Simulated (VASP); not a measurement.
Here is a VASP 6.6.1 calculation.

File INCAR:

```
PREC     = Accurate       # precision mode
ENCUT    = 500            # plane-wave cutoff, eV
EDIFF    = 1E-7           # SCF threshold, eV
ISMEAR   = 0              # smearing method
SIGMA    = 0.01           # smearing width, eV
LREAL    = False          # projectors in reciprocal space
LASPH    = True           # aspherical terms in the spheres
NELM     = 120            # most SCF steps
ALGO     = Normal         # electronic algorithm
ISIF     = 3              # what is computed and relaxed
LWAVE    = False          # write WAVECAR
LCHARG   = False          # write CHGCAR
GGA      = CA             # functional
IBRION   = 2              # ionic algorithm
NSW      = 100            # ionic steps
EDIFFG   = -0.002         # ionic threshold
PSTRESS  = 70.0         
GGA_COMPAT= False        
NELMIN   = 4
```

File KPOINTS:

```
Automatic mesh
0
Gamma
  8 8 8
```

File POSCAR:

```
GaAs
1.0
    2.8014470115      2.8014470115      0.0000000000
   -2.8014470115      2.8014470115      0.0000000000
    0.0000000000      2.8014470115      2.8014470115
Ga As
1 1
Direct
    0.0000000000      0.0000000000      0.0000000000
    0.7500000000      0.2500000000      0.5000000000
```

Potentials or basis: VASP PAW LDA potentials, release 64 (Ga_d, As).

The run is started by

```sh
$ cat potpaw_LDA.64/Ga_d/POTCAR potpaw_LDA.64/As/POTCAR > POTCAR
$ mpirun -np 1 vasp_std > vasp.out
```

Task: Estimate the relaxed volume.

Result: 20.41 Å³/atom.

Task: Predict the space group after relaxing (to 0.1 Å).

Result: F-43m (No. 216).

Task: Predict the relaxed cell.

Result: a = 3.865 Å, b = 3.865 Å, c = 3.865 Å, α = 60.00°, β = 60.00°, γ = 90.00°.

Final structure:
```
Ga As
1.0
     2.73298    2.73298    0.00000
    -2.73298    2.73298    0.00000
     0.00000    2.73298    2.73298
Ga As
1 1
Direct
  0.00000 0.00000 0.00000
  0.75000 0.25000 0.50000
```

Caveat: the cell is relaxed towards a set pressure, so the run minimises the enthalpy, not the energy. LDA usually gives volumes a few per cent too small.
